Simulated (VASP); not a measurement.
# Os: single point with LDA

Os:

```
CELL_PARAMETERS angstrom
0.00000 2.66080 2.66080
2.66080 0.00000 2.66080
2.66080 2.66080 0.00000
ATOMIC_POSITIONS crystal
Os 0.87500 0.87500 0.87500
Os 0.12500 0.12500 0.12500
```

This isn't the form of Os at room conditions, which is hcp.

```json
{
  "Program": "VASP 6.6.1",
  "Task": "single point",
  "Functional": "LDA",
  "Potentials or basis": "VASP PAW LDA potentials, release 64 (Os_sv_GW)",
  "Cutoff": "560 eV",
  "k mesh": "13 × 13 × 13",
  "Occupations": "fermi-dirac, width 0.05 eV",
  "Spin": "no spin polarisation"
}
```

The pressure is 24.4 GPa and the band gap on the k mesh is zero (bands 16 and 17 overlap by 1.35 eV).

Levels at points of the mesh, in eV from the Fermi level:
| k point | band 14 | band 15 | band 16 | band 17 | band 18 | band 19 |
| --- | --- | --- | --- | --- | --- | --- |
| (0.00, 0.00, 0.00) | -3.97 | -0.60 | -0.60 | -0.60 | 3.15 | 3.15 |

Run time: 59 s on 1 thread of Intel(R) Xeon(R) Platinum 8375C CPU @ 2.90GHz (Ice Lake), on a shared host, peak memory 0.2 GiB.

Caveat: the cell stands under pressure; spin-orbit coupling is left out, which moves the levels of the heavy elements.
